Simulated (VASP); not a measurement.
A run of VASP 6.6.1:

Contents of INCAR:

```
SYSTEM = Hf
PREC = Accurate
ENCUT = 520
EDIFF = 1E-6
ISMEAR = 0
SIGMA = 0.1
LREAL = .FALSE.
LASPH = .TRUE.
NELM = 100
ALGO = Fast
ISIF = 2
LWAVE = .FALSE.
LCHARG = .FALSE.
GGA = PE
NBANDS = 11
```

KPOINTS

```
Automatic mesh
0
G
  24 24 24
  0 0 0
```

POSCAR

```
Hf
1.0
   -1.5856035683      1.5856035683      2.2422770256
    1.5856035683     -1.5856035683      2.2422770256
    1.5856035683      1.5856035683     -2.2422770256
Hf
1
Direct
    0.5000000000      0.5000000000      0.0000000000
```

Potentials or basis: VASP PAW PBE potentials, release 64 (Hf_pv).

The run is started by

```sh
$ cat potpaw_PBE.64/Hf_pv/POTCAR > POTCAR
$ mpirun -np 1 vasp_std > vasp.out
```

Hardware: 1 thread of Intel(R) Xeon(R) 6975P-C (Granite Rapids), with other jobs on the host.

How long does it take, and how much memory?

Wall time 68 s on 1 thread of Intel(R) Xeon(R) 6975P-C (Granite Rapids), with other jobs on the host, peak memory 0.36 GiB. Counts: scf iterations 13, k points 1063.
